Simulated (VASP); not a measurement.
LaMnIn:

```
La In Mn
1.0
     4.59334    0.00000    0.00000
    -2.29667    3.97795    0.00000
     0.00000    0.00000    4.09656
La In Mn
1 1 1
Direct
  0.00000 0.00000 0.00000
  0.33333 0.66667 0.50000
  0.66667 0.33333 0.50000
```

Base run:

* Program: VASP 6.6.1
* Functional: PBE
* Potentials or basis: VASP PAW PBE potentials, release 64 (La, In_d, Mn_pv)
* Cutoff: 520 eV
* k mesh: 6 × 6 × 6
* Occupations: fermi-dirac, width 0.05 eV
* Spin: collinear spin, ferromagnetic start
* Starting moments: [0.0, 0.0, 4.0] μB
* Fixed moment: 4 μB

Its results: pressure 5.7 GPa; site moments La -0.00; In -0.03; Mn +3.71 μB.

Task: The run is repeated on the same cell with these changes: fixed moment from 4 μB to 2 μB; moments at the start from [0.0, 0.0, 4.0] to [0.0, 0.0, 2.0]. What comes out?

Result: Pressure 3.6 GPa; site moments La -0.35; In -0.20; Mn +3.12 μB.

Caveats: the total moment is fixed, so each spin has its own Fermi level.
